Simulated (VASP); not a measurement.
# C (R-3m) in VASP: a series of runs

C is run at these levels: PBE+D3(BJ); tasks: phonons, elastic constants.

All numbers are computed with VASP 6.6.1; they aren't measurements. Logs are shortened: lines on timing, memory, paths and dates and some standing lists are left out, and cuts for length are marked.

## Step 1: The cell of the first run

Symmetry: R-3m, No. 166, trigonal system. The conventional cell has a = 2.418 Å, b = 2.418 Å, c = 7.897 Å, α = 90.00°, β = 90.00°, γ = 120.00°. Within 1.9 Å of C (site symmetry 3m) lie 3 C at 1.40 Å.

## Step 2: Phonons, PBE+D3(BJ)

The input, INCAR:

```
SYSTEM = C
PREC     = Accurate       ! precision mode
ENCUT    = 520            ! plane-wave cutoff, eV
EDIFF    = 1E-8           ! SCF threshold, eV
ISMEAR   = 0              ! smearing method
SIGMA    = 0.01           ! smearing width, eV
LREAL    = .FALSE.        ! projectors in reciprocal space
LASPH    = .TRUE.         ! aspherical terms in the spheres
NELM     = 80             ! most SCF steps
ALGO     = Normal         ! electronic algorithm
ISIF     = 2              ! what is computed and relaxed
LWAVE    = .FALSE.        ! write WAVECAR
LCHARG   = .FALSE.        ! write CHGCAR
GGA      = PE             ! functional
IVDW     = 12             ! dispersion correction
IBRION   = 6              ! ionic algorithm
NFREE    = 2            
POTIM    = 0.015          ! step
NSW      = 1              ! ionic steps
```

The input, KPOINTS:

```
regular mesh
0
G
  18 18 18
  0 0 0
```

The input, POSCAR:

```
C
1.0
    1.2091016376      0.6980751559      2.6323855588
   -1.2091016376      0.6980751559      2.6323855588
    0.0000000000     -1.3961503118      2.6323855588
C
2
Direct
    0.1656371602      0.1656371602      0.1656371602
    0.8343628398      0.8343628398      0.8343628398
```

Potentials or basis: VASP PAW PBE potentials, release 64 (C).

Run with:

```console
> cat potpaw_PBE.64/C/POTCAR > POTCAR
> mpirun -np 1 vasp_std > vasp.out
```

OUTCAR:

```text
SYSTEM = C
   PREC = Accurate
   ENCUT = 520
   EDIFF = 1E-8
   ISMEAR = 0
   LREAL = .FALSE.
   LASPH = .TRUE.
   NELM = 80
   ISIF = 2
   GGA = PE
   IVDW = 12
   IBRION = 6
   NFREE = 2
   POTIM = 0.015
   NSW = 1
 IVDW          = 12

 ion  position               nearest neighbor table
   1  0.166  0.166  0.166-   2 1.40   2 1.40   2 1.40
   2  0.834  0.834  0.834-   1 1.40   1 1.40   1 1.40

  LATTYP: Found a trigonal (rhomboedric) cell.
 ALAT       =     2.9797129767
 COS(alpha) =     0.6706886118

  Lattice vectors:

 A1 = (   1.2091016376,   0.6980751559,   2.6323855588)
 A2 = (  -1.2091016376,   0.6980751559,   2.6323855588)
 A3 = (   0.0000000000,  -1.3961503118,   2.6323855588)

Analysis of symmetry for initial positions (statically):
=====================================================================
 Subroutine PRICEL returns:
 Original cell was already a primitive cell.

 Routine SETGRP: Setting up the symmetry group for a
 trigonal (rhombohedral) supercell.

 Subroutine GETGRP returns: Found 12 space group operations
 (whereof 12 operations were pure point group operations)
 out of a pool of 12 trial point group operations.

The static configuration has the point symmetry D_3d.

Analysis of symmetry for dynamics (positions and initial velocities):
=====================================================================
 Subroutine PRICEL returns:
 Original cell was already a primitive cell.

 Routine SETGRP: Setting up the symmetry group for a
 trigonal (rhombohedral) supercell.

 Subroutine GETGRP returns: Found 12 space group operations
 (whereof 12 operations were pure point group operations)
 out of a pool of 12 trial point group operations.

The dynamic configuration has the point symmetry D_3d.

 Subroutine INISYM returns: Found 12 space group operations
 (whereof 12 operations are pure point group operations),
 and found     1 'primitive' translations

----------------------------------------------------------------------------------------

                                     Primitive cell

  volume of cell :      13.3311

  direct lattice vectors                    reciprocal lattice vectors
     1.209101638  0.698075156  2.632385559     0.413530165  0.238751752  0.126627854
    -1.209101638  0.698075156  2.632385559    -0.413530165  0.238751752  0.126627854
     0.000000000 -1.396150312  2.632385559     0.000000000 -0.477503504  0.126627854

  length of vectors
     2.979712977  2.979712977  2.979712977     0.494008310  0.494008310  0.494008310

  position of ions in fractional coordinates (direct lattice)
     0.165637160  0.165637160  0.165637160
     0.834362840  0.834362840  0.834362840

  ion indices of the primitive-cell ions
   primitive index   ion index
                 1           1
                 2           2

----------------------------------------------------------------------------------------

 KPOINTS: regular mesh

Automatic generation of k-mesh.
 Grid dimensions read from file:
 generate k-points for:   18   18   18

 Generating k-lattice:

  Cartesian coordinates                     Fractional coordinates (reciprocal lattice)
     0.022973898  0.013263986  0.007034881     0.055555556  0.000000000  0.000000000
    -0.022973898  0.013263986  0.007034881     0.000000000  0.055555556  0.000000000
     0.000000000 -0.026527972  0.007034881     0.000000000  0.000000000  0.055555556

  Length of vectors
     0.027444906  0.027444906  0.027444906

  Shift w.r.t. Gamma in fractional coordinates (k-lattice)
     0.000000000  0.000000000  0.000000000

 Subroutine IBZKPT returns following result:
 ===========================================

 Found    580 irreducible k-points:

 Following reciprocal coordinates:
            Coordinates               Weight
  0.000000  0.000000  0.000000      1.000000
  0.055556 -0.000000 -0.000000      6.000000
  0.111111 -0.000000 -0.000000      6.000000
  0.166667 -0.000000 -0.000000      6.000000
  0.222222 -0.000000 -0.000000      6.000000
  0.277778 -0.000000 -0.000000      6.000000
[... 16 lines left out ...]
 -0.277778  0.055556  0.000000     12.000000
 -0.222222  0.055556  0.000000     12.000000
 [... further k-points ...]
   k-points           NKPTS =    580   k-points in BZ     NKDIM =    580   number of bands    NBANDS=      8
   number of dos      NEDOS =    301   number of ions     NIONS =      2
   total plane-waves  NPLWV =  13824
   dimension x,y,z NGX =    24 NGY =   24 NGZ =   24
   dimension x,y,z NGXF=    48 NGYF=   48 NGZF=   48
   ions per type =               2
   NGX,Y,Z   is equivalent  to a cutoff of  13.39, 13.39, 13.39 a.u.
   NGXF,Y,Z  is equivalent  to a cutoff of  26.78, 26.78, 26.78 a.u.
 SYSTEM =  C
   PREC   = accura    normal or accurate (medium, high low for compatibility)
   ISTART =      0    job   : 0-new  1-cont  2-samecut
   ICHARG =      2    charge: 1-file 2-atom 10-const
   ISPIN  =      1    spin polarized calculation?
   LNONCOLLINEAR =      F non collinear calculations
   LSORBIT =      F    spin-orbit coupling
   LASPH  =      T    aspherical Exc in radial PAW
   ENCUT  =  520.0 eV  38.22 Ry    6.18 a.u.   5.54  5.54  5.54*2*pi/ulx,y,z
   NELM   =     80;   NELMIN=  2; NELMDL= -5     # of ELM steps
   EDIFF  = 0.1E-07   stopping-criterion for ELM
   LREAL  =      F    real-space projection
   EDIFFG = 0.1E-06   stopping-criterion for IOM
   NSW    =     61    number of steps for IOM
   IBRION =      6    ionic relax: 0-MD 1-quasi-New 2-CG
   NFREE  =      2    steps in history (QN), initial steepest desc. (CG)
   ISIF   =      2    stress and relaxation
   ISYM   =      2    0-nonsym 1-usesym 2-fastsym
   POTIM  = 0.0150    time-step for ionic-motion
   TEBEG  =    0.0;   TEEND  =   0.0 temperature during run
   PSTRESS=    0.0 pullay stress
   NELECT =       8.0000    total number of electrons
   NUPDOWN=      -1.0000    fix difference up-down
   EMIN   =  10.00;   EMAX   =-10.00  energy-range for DOS
   EFERMI =   0.00;   METHOD = LEGACY
   ISMEAR =     0;   SIGMA  =   0.01  broadening in eV -4-tet -1-fermi 0-gaus
   EFERMI_NEDOS =   21; number of points for ismear=-14 and -15
   IALGO  =     38    algorithm
   IMIX   =      4    mixing-type and parameters
     AMIX     =   0.40;   BMIX     =  1.00
     AMIX_MAG =   1.60;   BMIX_MAG =  1.00
  volume/ion in A,a.u.               =       6.67        44.98
  Fermi-wavevector in a.u.,A,eV,Ry     =   1.380860  2.609447 25.943232  1.906774
  Thomas-Fermi vector in A             =   2.505698
   LORBIT       =      0    0 simple, 1 ext, 2 COOP (PROOUT), +10 PAW based schemes
   GGA     = PE    functional components
   LHFCALC =     F    Hartree Fock is set to
   AEXX    =    0.0000 exact exchange contribution
   IVDW    =    12    specifies the selected vdW correction
   LEPSILON=     F    determine dielectric tensor
   LRPA    =     F    only Hartree local field effects (RPA)
 finite differences with symmetry
 non-spin polarized calculation
 Gauss-broadening in eV      SIGMA  =   0.01
  energy-cutoff  :      520.00
  volume of cell :       13.33
 maximum number of plane-waves:       379
 NGX is ok and might be reduce to    24
   NGX = 11   NGY = 11   NGZ = 11

--------------------------------------- Ionic step        1  -------------------------------------------

 number of electron       8.0000000 magnetization

 Free energy of the ion-electron system (eV)
  ---------------------------------------------------
  ext. energy  EPLUGINS =         0.00000000
  ---------------------------------------------------
  free energy    TOTEN  =       -18.02342404 eV

  energy without entropy =      -18.02342404  energy(sigma->0) =      -18.02342404

------------------------ aborting loop because EDIFF is reached ----------------------------------------

 Edisp (eV)   -0.39243

 E8    (eV) :    -0.1135
[... 151 lines left out ...]
--------------------------------------- Ionic step        5  -------------------------------------------

 number of electron       8.0000000 magnetization

 Free energy of the ion-electron system (eV)
  ---------------------------------------------------
  ext. energy  EPLUGINS =         0.00000000
  ---------------------------------------------------
  free energy    TOTEN  =       -18.02206478 eV

  energy without entropy =      -18.02206478  energy(sigma->0) =      -18.02206478

 E-fermi :   7.7770     XC(G=0): -12.1142

 val. band max:        7.6727627385   @ k =  -0.2778   0.2778   0.0000
 cond. band min:       8.0780593300   @ k =  -0.2222   0.3889   0.0556
 fundamental gap:      0.4052965915
 Fermi energy:         7.7769896148

 k-point     1 :       0.0000    0.0000    0.0000
  band No.  band energies     occupation
      1     -13.2043      2.00000
      2       2.8229      2.00000
      3       4.6672      2.00000
      4       4.6672      2.00000
      5      14.9900      0.00000
      6      16.3790      0.00000
      7      16.3790      0.00000
      8      19.1432      0.00000
[... 243 lines left out ...]
 k-point    24 :      -0.2222    0.0556    0.0000
  band No.  band energies     occupation
      1     -11.5428      2.00000
      2       0.1013      2.00000
      3       2.3672      2.00000
      4       4.2626      2.00000
      5      14.0799      0.00000
      6      16.9098      0.00000
      7      17.4623      0.00000
      8      21.3008      0.00000

 [... further k-points ...]

------------------------ aborting loop because EDIFF is reached ----------------------------------------

 Edisp (eV)   -0.39217

 E8    (eV) :    -0.1134
[... 25 lines left out ...]
  FREE ENERGIE OF THE ION-ELECTRON SYSTEM (eV)
  ---------------------------------------------------
  free  energy   TOTEN  =       -18.4142383462 eV

  energy  without entropy=      -18.4142383462  energy(sigma->0) =      -18.41423835

 INTERNAL STRAIN TENSORS FROM DISPLACED ATOMS
 ============================================

 INTERNAL STRAIN TENSOR FOR ION    1 for displacements in x,y,z  (eV/Angst):
          X           Y           Z          XY          YZ          ZX
  --------------------------------------------------------------------------------
  x     0.00000    -0.00000     0.00000    16.25431    -0.00000     1.13776
  y    16.25431   -16.25431    -0.00000     0.00000     1.13776     0.00000
  z    -0.57256    -0.57256     2.64301     0.00000    -0.00000     0.00000

 INTERNAL STRAIN TENSOR FOR ION    2 for displacements in x,y,z  (eV/Angst):
          X           Y           Z          XY          YZ          ZX
  --------------------------------------------------------------------------------
  x    -0.00000     0.00000    -0.00000   -16.25431     0.00000    -1.13776
  y   -16.25431    16.25431     0.00000     0.00000    -1.13776    -0.00000
  z     0.57256     0.57256    -2.64301     0.00000     0.00000     0.00000

 Eigenvectors and eigenvalues of the dynamical matrix
 ----------------------------------------------------

   1 f  =   50.075397 THz   314.632997 2PiTHz 1670.335441 cm-1   207.095107 meV
             X         Y         Z           dx          dy          dz
      0.000000  0.000000  1.308063     0.707107    0.000000    0.000000
      0.000000  0.000000  6.589094    -0.707107    0.000000    0.000000
[... 16 lines left out ...]
   5 f  =    0.000000 THz     0.000000 2PiTHz    0.000000 cm-1     0.000000 meV
             X         Y         Z           dx          dy          dz
      0.000000  0.000000  1.308063    -0.707107    0.000000    0.000000
      0.000000  0.000000  6.589094    -0.707107    0.000000    0.000000

   6 f/i=    0.000000 THz     0.000001 2PiTHz    0.000005 cm-1     0.000001 meV
             X         Y         Z           dx          dy          dz
      0.000000  0.000000  1.308063     0.000000   -0.000000   -0.707107
      0.000000  0.000000  6.589094     0.000000    0.000000   -0.707107

 ELASTIC MODULI CONTR FROM IONIC RELAXATION (kBar)
 Direction    XX          YY          ZZ          XY          YZ          ZX
 --------------------------------------------------------------------------------
 XX        -518.0371    512.6223     12.4978     -0.0000    -36.0718     -0.0000
 YY         512.6223   -518.0371     12.4978      0.0000     36.0718      0.0000
 ZZ          12.4978     12.4978    -57.6919      0.0000      0.0000      0.0000
 XY          -0.0000      0.0000      0.0000   -515.3297     -0.0000    -36.0717
 YZ         -36.0718     36.0718      0.0000     -0.0000     -2.5249     -0.0000
 ZX          -0.0000      0.0000      0.0000    -36.0717     -0.0000     -2.5249
 --------------------------------------------------------------------------------
```

It took 4.3 min on 1 thread of Intel Xeon Platinum 8488C (Sapphire Rapids), shared host; peak memory 0.56 GiB.

What came out:

* Highest phonon frequency at Γ: 1670 cm⁻¹
* Dispersion energy per atom: -0.196 eV

Phonon frequencies in cm⁻¹ (negative: imaginary):
```csv
q point,frequencies
"(0.000, 0.000, 0.000)",0 0 0 812 1670 1670
```

Caveat: the cell stands under pressure or tension, which shifts response properties.

## Step 3: Elastic constants, PBE+D3(BJ)

This run uses another cell than the first one, of 7.24 Å³/atom.

The input, INCAR:

```
PREC = Accurate
ENCUT = 600
EDIFF = 1E-8
ISMEAR = 0
SIGMA = 0.01
LREAL = F
LASPH = T
NELM = 100
ALGO = Normal
ISIF = 3
LWAVE = F
LCHARG = F
GGA = PE
IVDW = 12
IBRION = 6
NFREE = 2
POTIM = 0.015
NSW = 1
```

The input, KPOINTS:

```
Automatic mesh
0
Gamma
  12 12 12
```

The input, POSCAR:

```
C
1.0
    1.2188634539      0.7037111432      2.8140919742
   -1.2188634539      0.7037111432      2.8140919742
    0.0000000000     -1.4074222864      2.8140919742
C
2
Direct
    0.1662215358      0.1662215358      0.1662215358
    0.8337784642      0.8337784642      0.8337784642
```

Potentials or basis: VASP PAW PBE potentials, release 64 (C).

Run with:

```console
> cat potpaw_PBE.64/C/POTCAR > POTCAR
> mpirun -np 1 vasp_std > vasp.out
```

Wall time 12 min (1 thread of Intel Xeon Platinum 8488C (Sapphire Rapids), shared host); peak memory 0.36 GiB.

It converged, with:

```yaml
Voigt_bulk_modulus: 400 GPa
Highest_phonon_frequency_at_Γ: 1632 cm⁻¹
Dispersion_energy_per_atom: -0.189 eV
```

Phonon frequencies in cm⁻¹ (negative: imaginary):
```csv
q point,frequencies
"(0.000, 0.000, 0.000)",0 0 0 841 1632 1632
```

Elastic tensor in Voigt notation (GPa, in the Cartesian axes of the cell as first typed):
```
1410  306   -2    7    0    0
 306 1410   -2   -7    0    0
  -2   -2  179    0    0    0
   7   -7    0   21    0    0
   0    0    0    0   21    7
   0    0    0    0    7  552
```

Clamped-ion elastic tensor (GPa):
```
1451  266   -3    8    0    0
 266 1451   -3   -8    0    0
  -3   -3  181    0    0    0
   8   -8    0   21    0    0
   0    0    0    0   21    8
   0    0    0    0    8  593
```

Caveat: the cell is under stress, which shifts elastic constants.

[end of part 1 of 2]
